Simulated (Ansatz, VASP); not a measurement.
NbCd3: VASP beside Ansatz

POSCAR

```
NbCd3
1.0
    4.2150000000      0.0000000000      0.0000000000
    0.0000000000      4.2150000000      0.0000000000
    0.0000000000      0.0000000000      4.2150000000
Nb Cd
1 3
Direct
    0.0000000000      0.0000000000      0.0000000000
    0.0000000000      0.5000000000      0.5000000000
    0.5000000000      0.0000000000      0.5000000000
    0.5000000000      0.5000000000      0.0000000000
```

The input INCAR.step1:

```
SYSTEM = NbCd3
PREC = Accurate
ENCUT = 520
ISMEAR = 0
SIGMA = 0.1
LREAL = .FALSE.
LASPH = .TRUE.
NELM = 100
NBANDS = 32
GGA = PE
ALGO = Normal
EDIFF = 1E-4
LWAVE = .TRUE.
LCHARG = .FALSE.
```

Contents of INCAR.step2:

```
SYSTEM = NbCd3
PREC = Accurate
ENCUT = 520
EDIFF = 1E-6
ISMEAR = 0
SIGMA = 0.1
LREAL = .FALSE.
LASPH = .TRUE.
NELM = 100
ALGO = Normal
ISIF = 2
LWAVE = .FALSE.
LCHARG = .TRUE.
METAGGA = R2SCAN
LMIXTAU = .TRUE.
LELF = .TRUE.
LVHAR = .TRUE.
NBANDS = 32
ISTART = 1
```

KPOINTS

```
Automatic mesh
0
G
  12 12 12
  0 0 0
```

Input for Ansatz:

```yaml
crystal:
  lattice:
    - [4.215, 0.0, 0.0]
    - [0.0, 4.215, 0.0]
    - [0.0, 0.0, 4.215]
  atoms:
    - { symbol: Nb, position: [0.0, 0.0, 0.0] }
    - { symbol: Cd, position: [0.0, 0.5, 0.5] }
    - { symbol: Cd, position: [0.5, 0.0, 0.5] }
    - { symbol: Cd, position: [0.5, 0.5, 0.0] }
basis:
  ecutwfc: 500
kpoints:
  mp_grid: { grid: [12, 12, 12] }
hamiltonian:
  xc: r2scan
scf:
  occupations: { method: gaussian, width: 0.1 }
output:
  forces: true
  stress: true
  eigenvalues: true
```

Alike in both runs: task single point; functional r2SCAN; k mesh 12 × 12 × 12; occupations gaussian, width 0.1 eV; no spin polarisation.

|  | VASP | Ansatz |
| --- | --- | --- |
| version | VASP 6.6.1 | Ansatz 0.2.0 |
| potentials or method | VASP PAW PBE potentials, release 64 (Nb_sv, Cd), cutoff 520 eV | scalar-relativistic, plane waves, PAW |
| valence electrons in the cell | 49 | 73 |

|  | VASP | Ansatz | Ansatz less VASP |
| --- | --- | --- | --- |
| gap on the k mesh at the Fermi level (eV) | none | none | - |
| pressure (GPa) | 5.3 | 4.6 | -0.67 |

VASP's potentials were made for PBE, not for r2SCAN. A gap of «none» marks a metal or a gap that the smearing closes. With one functional, cell and mesh, what is left measures potentials, basis and numerics. VASP's potentials hold 49 valence electrons a cell and Ansatz's 73, so a difference there can come from the potentials and not from the codes.
